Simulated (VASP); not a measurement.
# B (I4_1/amd) in VASP: relaxation of shape and atoms at fixed volume with PBE

Aim: the relaxation of shape and atoms at fixed volume of B with PBE.

All numbers are computed with VASP 6.6.1; they aren't measurements. Logs are shortened: lines on timing, memory, paths and dates and some standing lists are left out, and cuts for length are marked.

### 1 The cell of the first run

The structure is tetragonal, space group I4_1/amd (No. 141). Conventional cell: a = 3.972 Å, b = 3.972 Å, c = 1.418 Å, α = 90.00°, β = 90.00°, γ = 90.00°. B (site symmetry -4m2) has 2 B at 1.42 Å within 1.9 Å.

### 2 Relaxation of shape and atoms at fixed volume, PBE

INCAR reads:

```
SYSTEM = B
ALGO     = Normal         ! electronic algorithm
EDIFF    = 1E-6           ! SCF threshold, eV
EDIFFG   = -0.005         ! ionic threshold
ENCUT    = 600            ! plane-wave cutoff, eV
GGA      = PE             ! functional
IBRION   = 2              ! ionic algorithm
ISIF     = 4              ! what is computed and relaxed
ISMEAR   = -1             ! smearing method
LASPH    = .TRUE.         ! aspherical terms in the spheres
LCHARG   = .FALSE.        ! write CHGCAR
LREAL    = .FALSE.        ! projectors in reciprocal space
LWAVE    = .FALSE.        ! write WAVECAR
NELM     = 60             ! most SCF steps
NSW      = 50             ! ionic steps
PREC     = Accurate       ! precision mode
SIGMA    = 0.05           ! smearing width, eV
```

KPOINTS reads:

```
k-points
0
G
  21 21 21
  0 0 0
```

POSCAR reads:

```
B
1.0
   -1.9862042354      1.9862042354      0.7088097002
    1.9862042354     -1.9862042354      0.7088097002
    1.9862042354      1.9862042354     -0.7088097002
B
2
Direct
   -0.3750000000     -0.1250000000     -0.2500000000
    0.3750000000      0.1250000000      0.2500000000
```

Potentials or basis: VASP PAW PBE potentials, release 64 (B).

The run is started by

```console
$ cat potpaw_PBE.64/B/POTCAR > POTCAR
$ mpirun -np 1 vasp_std > vasp.out
```

OUTCAR:

```text
SYSTEM = B
   EDIFF = 1E-6
   EDIFFG = -0.005
   ENCUT = 600
   GGA = PE
   IBRION = 2
   ISIF = 4
   ISMEAR = -1
   LASPH = .TRUE.
   LREAL = .FALSE.
   NELM = 60
   NSW = 50
   PREC = Accurate

 ion  position               nearest neighbor table
   1  0.625  0.875  0.750-   2 2.02   2 2.02   2 2.02   2 2.02
   2  0.375  0.125  0.250-   1 2.02   1 2.02   1 2.02   1 2.02

  LATTYP: Found a body centered tetragonal cell.
 ALAT       =     3.9724084708
 C/A-ratio  =     0.3568664730

  Lattice vectors:

 A1 = (  -1.9862042354,   1.9862042354,   0.7088097002)
 A2 = (   1.9862042354,  -1.9862042354,   0.7088097002)
 A3 = (   1.9862042354,   1.9862042354,  -0.7088097002)

Analysis of symmetry for initial positions (statically):
=====================================================================
 Subroutine PRICEL returns:
 Original cell was already a primitive cell.

 Routine SETGRP: Setting up the symmetry group for a
 body centered tetragonal supercell.

 Subroutine GETGRP returns: Found 16 space group operations
 (whereof  4 operations were pure point group operations)
 out of a pool of 16 trial point group operations.

The static configuration has the point symmetry C_2h.
 The point group associated with its full space group is D_4h.

Analysis of symmetry for dynamics (positions and initial velocities):
=====================================================================
 Subroutine PRICEL returns:
 Original cell was already a primitive cell.

 Routine SETGRP: Setting up the symmetry group for a
 body centered tetragonal supercell.

 Subroutine GETGRP returns: Found 16 space group operations
 (whereof  4 operations were pure point group operations)
 out of a pool of 16 trial point group operations.

The dynamic configuration has the point symmetry C_2h.
 The point group associated with its full space group is D_4h.

 Subroutine INISYM returns: Found 16 space group operations
 (whereof  4 operations are pure point group operations),
 and found     1 'primitive' translations

----------------------------------------------------------------------------------------

                                     Primitive cell

  volume of cell :      11.1850

  direct lattice vectors                    reciprocal lattice vectors
    -1.986204235  1.986204235  0.708809700     0.000000000  0.251736448  0.705407953
     1.986204235 -1.986204235  0.708809700     0.251736448  0.000000000  0.705407953
     1.986204235  1.986204235 -0.708809700     0.251736448  0.251736448  0.000000000

  length of vectors
     2.896968367  2.896968367  2.896968367     0.748980387  0.748980387  0.356009099

  position of ions in fractional coordinates (direct lattice)
     0.625000000  0.875000000  0.750000000
     0.375000000  0.125000000  0.250000000

  ion indices of the primitive-cell ions
   primitive index   ion index
                 1           1
                 2           2

----------------------------------------------------------------------------------------

 KPOINTS: k-points

Automatic generation of k-mesh.
 Grid dimensions read from file:
 generate k-points for:   21   21   21

 Generating k-lattice:

  Cartesian coordinates                     Fractional coordinates (reciprocal lattice)
     0.000000000  0.011987450  0.033590855     0.047619048  0.000000000  0.000000000
     0.011987450  0.000000000  0.033590855     0.000000000  0.047619048  0.000000000
     0.011987450  0.011987450  0.000000000     0.000000000  0.000000000  0.047619048

  Length of vectors
     0.035665733  0.035665733  0.016952814

  Shift w.r.t. Gamma in fractional coordinates (k-lattice)
     0.000000000  0.000000000  0.000000000

 Subroutine IBZKPT returns following result:
 ===========================================

 Found    726 irreducible k-points:

 Following reciprocal coordinates:
            Coordinates               Weight
  0.000000  0.000000  0.000000      1.000000
  0.047619  0.000000 -0.000000      8.000000
  0.095238  0.000000 -0.000000      8.000000
  0.142857  0.000000  0.000000      8.000000
  0.190476  0.000000 -0.000000      8.000000
  0.238095  0.000000 -0.000000      8.000000
[... 16 lines left out ...]
 -0.428571  0.047619  0.000000     16.000000
 -0.380952  0.047619  0.000000     16.000000
 [... further k-points ...]
   k-points           NKPTS =    726   k-points in BZ     NKDIM =    726   number of bands    NBANDS=      7
   number of dos      NEDOS =    301   number of ions     NIONS =      2
   total plane-waves  NPLWV =  13824
   dimension x,y,z NGX =    24 NGY =   24 NGZ =   24
   dimension x,y,z NGXF=    48 NGYF=   48 NGZF=   48
   ions per type =               2
   NGX,Y,Z   is equivalent  to a cutoff of  13.77, 13.77, 13.77 a.u.
   NGXF,Y,Z  is equivalent  to a cutoff of  27.55, 27.55, 27.55 a.u.
 SYSTEM =  B
   PREC   = accura    normal or accurate (medium, high low for compatibility)
   ISTART =      0    job   : 0-new  1-cont  2-samecut
   ICHARG =      2    charge: 1-file 2-atom 10-const
   ISPIN  =      1    spin polarized calculation?
   LNONCOLLINEAR =      F non collinear calculations
   LSORBIT =      F    spin-orbit coupling
   LASPH  =      T    aspherical Exc in radial PAW
   ENCUT  =  600.0 eV  44.10 Ry    6.64 a.u.   5.79  5.79  5.79*2*pi/ulx,y,z
   NELM   =     60;   NELMIN=  2; NELMDL= -5     # of ELM steps
   EDIFF  = 0.1E-05   stopping-criterion for ELM
   LREAL  =      F    real-space projection
   EDIFFG = -.5E-02   stopping-criterion for IOM
   NSW    =     50    number of steps for IOM
   IBRION =      2    ionic relax: 0-MD 1-quasi-New 2-CG
   NFREE  =      1    steps in history (QN), initial steepest desc. (CG)
   ISIF   =      4    stress and relaxation
   ISYM   =      2    0-nonsym 1-usesym 2-fastsym
   POTIM  = 0.5000    time-step for ionic-motion
   TEBEG  =    0.0;   TEEND  =   0.0 temperature during run
   PSTRESS=    0.0 pullay stress
   NELECT =       6.0000    total number of electrons
   NUPDOWN=      -1.0000    fix difference up-down
   EMIN   =  10.00;   EMAX   =-10.00  energy-range for DOS
   EFERMI =   0.00;   METHOD = LEGACY
   ISMEAR =    -1;   SIGMA  =   0.05  broadening in eV -4-tet -1-fermi 0-gaus
   EFERMI_NEDOS =   21; number of points for ismear=-14 and -15
   IALGO  =     38    algorithm
   IMIX   =      4    mixing-type and parameters
     AMIX     =   0.40;   BMIX     =  1.00
     AMIX_MAG =   1.60;   BMIX_MAG =  1.00
  volume/ion in A,a.u.               =       5.59        37.74
  Fermi-wavevector in a.u.,A,eV,Ry     =   1.330187  2.513689 24.074121  1.769398
  Thomas-Fermi vector in A             =   2.459293
   LORBIT       =      0    0 simple, 1 ext, 2 COOP (PROOUT), +10 PAW based schemes
   GGA     = PE    functional components
   LHFCALC =     F    Hartree Fock is set to
   AEXX    =    0.0000 exact exchange contribution
   IVDW    =     0    specifies the selected vdW correction
   LEPSILON=     F    determine dielectric tensor
   LRPA    =     F    only Hartree local field effects (RPA)
 conjugate gradient relaxation of ions
 non-spin polarized calculation
  energy-cutoff  :      600.00
  volume of cell :       11.19
 maximum number of plane-waves:       386
   NGX = 11   NGY = 11   NGZ = 11

--------------------------------------- Ionic step        1  -------------------------------------------

 number of electron       6.0000000 magnetization

 Free energy of the ion-electron system (eV)
  ---------------------------------------------------
  ext. energy  EPLUGINS =         0.00000000
  ---------------------------------------------------
  free energy    TOTEN  =       -10.12424418 eV

  energy without entropy =      -10.12164755  energy(sigma->0) =      -10.12294587

------------------------ aborting loop because EDIFF is reached ----------------------------------------

  FORCE on cell =-STRESS in cart. coord.  units (eV):
  Direction    XX          YY          ZZ          XY          YZ          ZX
  --------------------------------------------------------------------------------------
  -------------------------------------------------------------------------------------
  Total        2.6557908      2.6557908     19.0083767      0.0000000      0.0000000      0.0000000
  in kB      380.4232005    380.4232005   2722.8151663      0.0000000      0.0000000      0.0000000
  external PRESSURE =    1161.2205224 kB  Pullay stress =       0.0000000 kB
[... 21 lines left out ...]
  energy  without entropy=      -10.1216475520  energy(sigma->0) =      -10.12294587

--------------------------------------- Ionic step        2  -------------------------------------------

 number of electron       6.0000000 magnetization

 E-fermi :   9.5861     XC(G=0): -13.1811

 val. band max:        9.5833518738   @ k =  -0.2857   0.4286   0.2381
 cond. band min:       9.5990906841   @ k =   0.4762   0.1905   0.0000
 fundamental gap:      0.0157388103
 Fermi energy:         9.5860509241

 k-point     1 :       0.0000    0.0000    0.0000
  band No.  band energies     occupation
      1      -8.6329      2.00000
      2       7.1588      2.00000
      3       7.1588      2.00000
      4      15.9354      0.00000
      5      17.6681      0.00000
      6      24.9623      0.00000
      7      24.9623      0.00000
[... 295 lines left out ...]
  FREE ENERGIE OF THE ION-ELECTRON SYSTEM (eV)
  ---------------------------------------------------
  free  energy   TOTEN  =       -10.8426891517 eV

  energy  without entropy=      -10.8388391602  energy(sigma->0) =      -10.84076416

[... ionic steps 4 to 7 ...]

--------------------------------------- Ionic step        8  -------------------------------------------

 number of electron       6.0000000 magnetization

------------------------ aborting loop because EDIFF is reached ----------------------------------------

  FORCE on cell =-STRESS in cart. coord.  units (eV):
  Direction    XX          YY          ZZ          XY          YZ          ZX
  --------------------------------------------------------------------------------------
  -------------------------------------------------------------------------------------
  Total        4.2326176      4.2326176      4.0974788      0.0000000      0.0000000      0.0000000
  in kB      606.2924531    606.2924531    586.9347787      0.0000000      0.0000000      0.0000000
  external PRESSURE =     599.8398949 kB  Pullay stress =       0.0000000 kB
[... 57 lines left out ...]
  energy  without entropy=      -10.8504607183  energy(sigma->0) =      -10.85182555

--------------------------------------- Ionic step       10  -------------------------------------------

 number of electron       6.0000000 magnetization

 Free energy of the ion-electron system (eV)
  ---------------------------------------------------
  ext. energy  EPLUGINS =         0.00000000
  ---------------------------------------------------
  free energy    TOTEN  =       -10.85320643 eV

  energy without entropy =      -10.85041708  energy(sigma->0) =      -10.85181175

 E-fermi :  10.4418     XC(G=0): -13.0821

 val. band max:       10.4395797835   @ k =  -0.3333  -0.4762   0.0476
 cond. band min:      10.4577132068   @ k =  -0.0952  -0.4762   0.0952
 fundamental gap:      0.0181334233
 Fermi energy:        10.4418226209

 k-point     1 :       0.0000    0.0000    0.0000
  band No.  band energies     occupation
      1      -8.6552      2.00000
      2       4.9122      2.00000
      3       4.9122      2.00000
      4      11.1355      0.00000
      5      15.4260      0.00000
      6      20.2395      0.00000
      7      20.2395      0.00000
[... 259 lines left out ...]
  FREE ENERGIE OF THE ION-ELECTRON SYSTEM (eV)
  ---------------------------------------------------
  free  energy   TOTEN  =       -10.8532064332 eV

  energy  without entropy=      -10.8504170757  energy(sigma->0) =      -10.85181175

 reached required accuracy - stopping structural energy minimisation
```

Run time: 2.1 min. Hardware: 1 thread of Intel Xeon Platinum 8488C (Sapphire Rapids), shared host; peak memory 0.18 GiB.

Results:

```yaml
Free_energy: -10.8532 eV
Energy_gained_by_relaxing: 364.5 meV/atom
Ionic_steps: 10
Pressure_after_relaxing: 60.4 GPa
Band_gap_on_the_k_mesh: zero (bands 3 and 4 overlap by 12.87 eV)
```

The path:
| step | energy change (eV) | largest force (eV/Å) | pressure (GPa) | volume (Å³) |
| --- | --- | --- | --- | --- |
| 1 | 0.0000 | 0.0000 | 116.12 | 11.19 |
| 2 | -0.3436 | 0.0000 | 51.71 | 11.19 |
| 3 | -0.7184 | 0.0000 | 56.79 | 11.19 |
| 4 | -0.7242 | 0.0000 | 57.86 | 11.19 |
| 5 | -0.7092 | 0.0000 | 66.56 | 11.19 |
| 6 | -0.7283 | 0.0000 | 59.34 | 11.19 |
| 7 | -0.7289 | 0.0000 | 60.55 | 11.19 |
| 8 | -0.7289 | 0.0000 | 59.98 | 11.19 |
| 9 | -0.7289 | 0.0000 | 60.55 | 11.19 |
| 10 | -0.7290 | 0.0000 | 60.38 | 11.19 |

Final structure:
```
CELL_PARAMETERS angstrom
-1.89107 1.89107 0.78192
1.89107 -1.89107 0.78192
1.89107 1.89107 -0.78192
ATOMIC_POSITIONS crystal
B 0.62500 0.87500 0.75000
B 0.37500 0.12500 0.25000
```
